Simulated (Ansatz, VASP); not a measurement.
## AlN in VASP and in Ansatz

File INCAR:

```
SYSTEM = AlN
ALGO     = Normal         ! electronic algorithm
EDIFF    = 1E-6           ! SCF threshold, eV
ENCUT    = 600            ! plane-wave cutoff, eV
GGA      = PS             ! functional
GGA_COMPAT= .FALSE.      
ISIF     = 2              ! what is computed and relaxed
ISMEAR   = 0              ! smearing method
LASPH    = .TRUE.         ! aspherical terms in the spheres
LCHARG   = .TRUE.         ! write CHGCAR
LELF     = .TRUE.         ! ELF
LREAL    = .FALSE.        ! projectors in reciprocal space
LVHAR    = .TRUE.       
LWAVE    = .FALSE.        ! write WAVECAR
NBANDS   = 16             ! bands
NELM     = 120            ! most SCF steps
PREC     = Accurate       ! precision mode
SIGMA    = 0.1            ! smearing width, eV
```

KPOINTS

```
k-points
0
G
  6 6 4
  0 0 0
```

Contents of POSCAR:

```
AlN
1.0
    3.1179847954      0.0000000000      0.0000000000
   -1.5589923977      2.7002540414      0.0000000000
    0.0000000000      0.0000000000      5.0511353685
Al N
2 2
Direct
    0.3333333333      0.6666666667      0.0000000000
    0.6666666667      0.3333333333      0.5000000000
    0.3333333333      0.6666666667      0.3780000000
    0.6666666667      0.3333333333      0.8780000000
```

Input for Ansatz:

```yaml
crystal:
  lattice:
    - [3.1179847954, 0.0, 0.0]
    - [-1.5589923977, 2.7002540414, 0.0]
    - [0.0, 0.0, 5.0511353685]
  atoms:
    - { symbol: Al, position: [0.3333333333, 0.6666666667, 0.0] }
    - { symbol: Al, position: [0.6666666667, 0.3333333333, 0.5] }
    - { symbol: "N", position: [0.3333333333, 0.6666666667, 0.378] }
    - { symbol: "N", position: [0.6666666667, 0.3333333333, 0.878] }
basis:
  ecutwfc: 420
kpoints:
  mp_grid: { grid: [6, 6, 4] }
hamiltonian:
  xc: pbesol
scf:
  occupations: { method: gaussian, width: 0.1 }
output:
  forces: true
  stress: true
  eigenvalues: true
```

Alike in both runs: task single point; functional PBEsol; k mesh 6 × 6 × 4; occupations gaussian, width 0.1 eV; no spin polarisation.

|  | VASP | Ansatz |
| --- | --- | --- |
| version | VASP 6.6.1 | Ansatz 0.2.0 |
| potentials or method | VASP PAW PBE potentials, release 64 (Al, N), cutoff 600 eV | scalar-relativistic, plane waves, PAW |
| valence electrons in the cell | 16 | 16 |

Ansatz gave:

| Item | Value |
| --- | --- |
| gap on the k mesh at the Fermi level (eV) | 4.04 |
| least direct gap on the mesh (eV) | 4.04 |
| pressure (GPa) | -3.0 |
| traceless stress, the component that is largest in VASP (GPa) | -1.34 |
| rms of the force components (eV/Å) | 0.063 |

Question: Which values does VASP return?

Answer: gap on the k mesh at the Fermi level (eV): 4.06; least direct gap on the mesh (eV): 4.06; pressure (GPa): -3.2; traceless stress, the component that is largest in VASP (GPa): -1.35; rms of the force components (eV/Å): 0.063.

VASP's potentials were made for PBE, not for PBEsol. Atom by atom the forces differ by 0.000 eV/Å (rms over components).
